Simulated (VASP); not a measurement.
# HfO2 (Fm-3m) in VASP: further runs, part 2 of 2

VASP 6.6.1.

## (5) Relaxation of cell and atoms, PBEsol

This run uses another cell than the first one, of 11.04 Å³/atom.

Contents of INCAR:

```
PREC     = Accurate       # precision mode
ENCUT    = 600            # plane-wave cutoff, eV
EDIFF    = 1E-7           # SCF threshold, eV
ISMEAR   = -1             # smearing method
SIGMA    = 0.02           # smearing width, eV
LREAL    = False          # projectors in reciprocal space
LASPH    = True           # aspherical terms in the spheres
NELM     = 100            # most SCF steps
ALGO     = Normal         # electronic algorithm
ISIF     = 3              # what is computed and relaxed
LWAVE    = False          # write WAVECAR
LCHARG   = False          # write CHGCAR
GGA      = PS             # functional
IBRION   = 2              # ionic algorithm
NSW      = 80             # ionic steps
EDIFFG   = -0.005         # ionic threshold
```

Contents of KPOINTS:

```
Automatic mesh
0
Gamma
  8 8 8
```

Contents of POSCAR:

```
HfO2
1.0
    0.0000000000      2.5487641251      2.5487641251
    2.5487641251      0.0000000000      2.5487641251
    2.5487641251      2.5487641251      0.0000000000
Hf O
1 2
Direct
    0.0000000000      0.0000000000      0.0000000000
    0.7500000000      0.7500000000      0.7500000000
    0.2500000000      0.2500000000      0.2500000000
```

Potentials or basis: VASP PAW PBE potentials, release 64 (Hf_pv, O).

On the command line:

```console
$ cat potpaw_PBE.64/Hf_pv/POTCAR potpaw_PBE.64/O/POTCAR > POTCAR
$ mpirun -np 1 vasp_std > vasp.out
```

OUTCAR:

```text
PREC = Accurate
   ENCUT = 600
   EDIFF = 1E-7
   ISMEAR = -1
   LREAL = False
   LASPH = True
   NELM = 100
   ISIF = 3
   GGA = PS
   IBRION = 2
   NSW = 80
   EDIFFG = -0.005

 ion  position               nearest neighbor table
   1  0.000  0.000  0.000-   2 2.21   2 2.21   2 2.21   2 2.21   3 2.21   3 2.21   3 2.21   3 2.21

   2  0.750  0.750  0.750-   1 2.21   1 2.21   1 2.21   1 2.21
   3  0.250  0.250  0.250-   1 2.21   1 2.21   1 2.21   1 2.21

  LATTYP: Found a face centered cubic cell.
 ALAT       =     5.0975282502

  Lattice vectors:

 A1 = (   0.0000000000,   2.5487641251,   2.5487641251)
 A2 = (   2.5487641251,   0.0000000000,   2.5487641251)
 A3 = (   2.5487641251,   2.5487641251,   0.0000000000)

Analysis of symmetry for initial positions (statically):
[... 310 lines left out ...]
      5     -11.2306      2.00000
      6      -1.1985      2.00000
      7      -1.1984      2.00000
      8      -1.1984      2.00000
      9       3.7638      2.00000
     10       3.7638      2.00000
     11       3.7638      2.00000
     12       8.2454      0.00000
     13       8.2455      0.00000
     14      10.2872      0.00000
[... 401 lines left out ...]
      2     -25.2962      2.00000
      3     -25.1821      2.00000
      4     -12.7777      2.00000
      5     -12.1495      2.00000
      6      -0.6586      2.00000
      7      -0.2573      2.00000
      8       0.7156      2.00000
      9       2.0950      2.00000
     10       2.9800      2.00000
     11       3.1077      2.00000
     12       9.0098      0.00000
     13       9.4573      0.00000
     14      11.6402      0.00000
     15      12.7158      0.00000

 [... further k-points ...]

------------------------ aborting loop because EDIFF is reached ----------------------------------------

  FORCE on cell =-STRESS in cart. coord.  units (eV):
  Direction    XX          YY          ZZ          XY          YZ          ZX
  --------------------------------------------------------------------------------------
  -------------------------------------------------------------------------------------
  Total        0.0024198      0.0024198      0.0024198     -0.0000000     -0.0000000     -0.0000000
  in kB        0.1226984      0.1226984      0.1226984     -0.0000000     -0.0000000     -0.0000000
  external PRESSURE =       0.1226984 kB  Pullay stress =       0.0000000 kB
[... 18 lines left out ...]
  FREE ENERGIE OF THE ION-ELECTRON SYSTEM (eV)
  ---------------------------------------------------
  free  energy   TOTEN  =       -31.6460838179 eV

  energy  without entropy=      -31.6460838179  energy(sigma->0) =      -31.64608382

 reached required accuracy - stopping structural energy minimisation
```

OSZICAR:

```text
N       E                     dE             d eps       ncg     rms          rms(c)
DAV:   1     0.104717230886E+03    0.10472E+03   -0.13869E+04   870   0.162E+03
DAV:   2    -0.327554548002E+02   -0.13747E+03   -0.13499E+03  1136   0.333E+02
DAV:   3    -0.368523614145E+02   -0.40969E+01   -0.40937E+01  1199   0.561E+01
[... 41 lines left out ...]
DAV:   3    -0.316460857956E+02    0.11709E-04   -0.16833E-05  1038   0.374E-02    0.322E-02
DAV:   4    -0.316460833965E+02    0.23991E-05   -0.90506E-06  1080   0.260E-02    0.229E-02
DAV:   5    -0.316460836240E+02   -0.22751E-06   -0.27138E-07   939   0.431E-03    0.953E-03
DAV:   6    -0.316460838173E+02   -0.19331E-06   -0.32036E-08   456   0.131E-03    0.106E-03
DAV:   7    -0.316460838179E+02   -0.58458E-09   -0.40756E-09   435   0.537E-04
   4 F= -.31646084E+02 E0= -.31646084E+02  d E =-.568473E-01
```

CONTCAR:

```text
HfO2
   1.00000000000000
    -0.0000000000000000    2.5092201294147318    2.5092201294147318
     2.5092201294147318   -0.0000000000000000    2.5092201294147318
     2.5092201294147318    2.5092201294147318    0.0000000000000000
  Hf              O
     1     2
Direct
     0.0000000000000000    1.0000000000000000    0.0000000000000000
     0.7500000000000000    0.7500000000000000    0.7500000000000000
     0.2500000000000000    0.2500000000000000    0.2500000000000000

  0.00000000E+00  0.00000000E+00  0.00000000E+00
  0.00000000E+00  0.00000000E+00  0.00000000E+00
  0.00000000E+00  0.00000000E+00  0.00000000E+00
```

Wall time 30 s (1 thread of Intel Xeon 6975P-C (Granite Rapids), shared host); peak memory 0.18 GiB.

Results:

```yaml
Free_energy: -31.6461 eV
Relaxed_volume: 10.53 Å³/atom
Relaxed_cell: a = 3.549 Å, b = 3.549 Å, c = 3.549 Å, α = 60.00°, β = 60.00°, γ = 60.00°
Space_group_after_relaxing_to_0.1_Å: Fm-3m (No. 225)
Energy_gained_by_relaxing: 18.9 meV/atom
Ionic_steps: 4
Pressure_after_relaxing: 0.0 GPa
Band_gap_on_the_k_mesh: 3.75 eV
```

The path:
```csv
step,energy change (eV),largest force (eV/Å),pressure (GPa),volume (Å³)
1,0.0000,0.0000,-11.52,33.11
2,0.0830,0.0000,22.25,29.45
3,-0.0568,0.0000,-0.24,31.63
4,-0.0568,0.0000,0.01,31.60
```

Final structure:
```
Hf O
1.0
     0.00000    2.50922    2.50922
     2.50922    0.00000    2.50922
     2.50922    2.50922    0.00000
Hf O
1 2
Direct
  0.00000 0.00000 0.00000
  0.75000 0.75000 0.75000
  0.25000 0.25000 0.25000
```

Caveat: the PAW data sets were made with another functional, which shifts forces and pressure a little; spin-orbit coupling is left out, which moves the levels of the heavy elements. A k mesh can miss the band edges.

## (6) Relaxation of cell and atoms, r2SCAN

This run uses another cell than the first one, of 11.04 Å³/atom.

POSCAR is that of step 5.

Contents of INCAR.step1:

```
ALGO = Normal
EDIFF = 1E-4
ENCUT = 600
GGA = PE
ISMEAR = -1
LASPH = T
LCHARG = F
LREAL = F
LWAVE = T
NELM = 60
PREC = Accurate
SIGMA = 0.02
```

Contents of INCAR.step2:

```
ALGO = Normal
EDIFF = 1E-7
EDIFFG = -0.005
ENCUT = 600
IBRION = 2
ISIF = 3
ISMEAR = -1
ISTART = 1
LASPH = T
LCHARG = F
LMIXTAU = T
LREAL = F
LWAVE = F
METAGGA = R2SCAN
NELM = 60
NSW = 80
PREC = Accurate
SIGMA = 0.02
```

Contents of KPOINTS:

```
k-points
0
Gamma
  8 8 8
```

Potentials or basis: VASP PAW PBE potentials, release 64 (Hf_pv, O).

On the command line:

```console
$ cat potpaw_PBE.64/Hf_pv/POTCAR potpaw_PBE.64/O/POTCAR > POTCAR
$ cp INCAR.step1 INCAR
$ mpirun -np 1 vasp_std > vasp.out
$ cp INCAR.step2 INCAR
$ mpirun -np 1 vasp_std > vasp.out
```

It took 2.1 min on 1 thread of Intel Xeon 6975P-C (Granite Rapids), shared host; peak memory 0.2 GiB.

Results (log left out):

| Quantity | Value |
| --- | --- |
| Free energy | -68.5640 eV |
| Relaxed volume | 10.62 Å³/atom |
| Relaxed cell | a = 3.558 Å, b = 3.558 Å, c = 3.558 Å, α = 60.00°, β = 60.00°, γ = 60.00° |
| Space group after relaxing (to 0.1 Å) | Fm-3m (No. 225) |
| Energy gained by relaxing | 13.5 meV/atom |
| Ionic steps | 4 |
| Pressure after relaxing | 0.0 GPa |
| Band gap on the k mesh | 4.36 eV |

Step by step:
```
step  energy change (eV)  largest force (eV/Å)  pressure (GPa)  volume (Å³)
   1              0.0000                0.0000           -9.99        33.11
   2              0.0719                0.0000           19.85        29.92
   3             -0.0405                0.0000           -0.23        31.87
   4             -0.0405                0.0000           -0.01        31.85
```

Final structure:
```
CELL_PARAMETERS angstrom
0.00000 2.51578 2.51578
2.51578 0.00000 2.51578
2.51578 2.51578 0.00000
ATOMIC_POSITIONS crystal
Hf 0.00000 0.00000 0.00000
O 0.75000 0.75000 0.75000
O 0.25000 0.25000 0.25000
```

Levels at points of the mesh, in eV from the valence-band top:
```csv
k point,band 8,band 9,band 10,band 11,band 12,band 13,band 14,band 15
"(0.00, 0.00, 0.00)",-5.59,-0.65,-0.65,-0.65,4.47,4.47,6.66,11.30
"(0.50, 0.00, 0.00)",-3.10,-2.86,-1.92,-1.92,5.19,5.19,7.72,9.70
"(0.50, 0.50, 0.00)",-3.63,-1.59,-1.59,0.00,4.36,6.14,7.39,8.88
```

Caveat: the PAW data sets were made with another functional, which shifts forces and pressure a little; spin-orbit coupling is left out, which moves the levels of the heavy elements. A k mesh can miss the band edges.

## (7) Summary

| task | level | cell | cutoff (eV) | smearing | gap on the mesh (eV) | pressure (GPa) | relaxed volume (Å³/atom) |
| --- | --- | --- | --- | --- | --- | --- | --- |
| single point | r2SCAN | a = 3.577 Å, angles 60.0°, 3 atoms | 520 | fermi-dirac 0.02 eV | 4.32 | -3.9 | - |
| single point | r2SCAN | a = 3.577 Å, angles 60.0°, 3 atoms | 520 | gaussian 0.01 eV | 4.32 | -3.9 | - |
| relaxation of cell and atoms | PBE | relaxed from a = 3.558 Å, angles 60.0°, 3 atoms | 600 | fermi-dirac 0.02 eV | 3.80 | 0.1 | 10.86 |
| relaxation of cell and atoms | PBEsol | relaxed from a = 3.604 Å, angles 60.0°, 3 atoms | 600 | fermi-dirac 0.02 eV | 3.75 | 0.0 | 10.53 |
| relaxation of cell and atoms | r2SCAN | relaxed from a = 3.604 Å, angles 60.0°, 3 atoms | 600 | fermi-dirac 0.02 eV | 4.36 | 0.0 | 10.62 |

Alike in all rows: potentials or basis VASP PAW PBE potentials, release 64 (Hf_pv, O); no spin polarisation; k mesh 8 × 8 × 8.

Caveats: spin-orbit coupling is left out, which moves the levels of the heavy elements; the PAW data sets were made with another functional, which shifts forces and pressure a little (at least some runs); the cell stands under tension (at least some runs).

Total energies depend on the potentials used, so only differences within one code and one set of settings carry meaning.
